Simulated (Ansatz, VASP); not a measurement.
Two plane-wave programs on Li4SiS4

```
Li Si S
1.0
    -3.80501    3.80501    2.56222
     3.80501   -3.80501    2.56222
     3.80501    3.80501   -2.56222
Li Si S
4 1 4
Direct
  0.19763 0.40695 0.60459
  0.59305 0.19763 0.79068
  0.40695 0.80237 0.20932
  0.80237 0.59305 0.39541
  0.00000 0.00000 0.00000
  0.74766 0.91886 0.66652
  0.08114 0.74766 0.82880
  0.91886 0.25234 0.17120
  0.25234 0.08114 0.33348
```

Change from the starting cell: species swapped into the Na4WO4 type (I4/m, No. 87).

Alike in both runs: task relaxation of cell and atoms; functional PBE; k mesh 4 × 4 × 4; occupations gaussian, width 0.1 eV; no spin polarisation.

|  | VASP | Ansatz |
| --- | --- | --- |
| version | VASP 6.6.1 | Ansatz 0.2.0 |
| potentials or method | VASP PAW PBE potentials, release 64 (Li_sv, Si, S), cutoff 600 eV | scalar-relativistic, plane waves, PAW |
| valence electrons in the cell | 40 | 40 |

|  | VASP | Ansatz | Ansatz less VASP |
| --- | --- | --- | --- |
| gap on the k mesh at the Fermi level, each at its own relaxed structure (eV) | 1.45 | 1.47 | +0.018 |
| relaxed volume (Å³/atom) | 19.41 | 19.42 | +0.011 |
| relaxed cell length with the largest relative difference (Å) | 6.676 | 6.665 | -0.0114 |

Noted on VASP's run: the cutoff is short for stress, so the pressure is rough; the volume moved by over 15 % at a fixed basis, so the end points are rough.
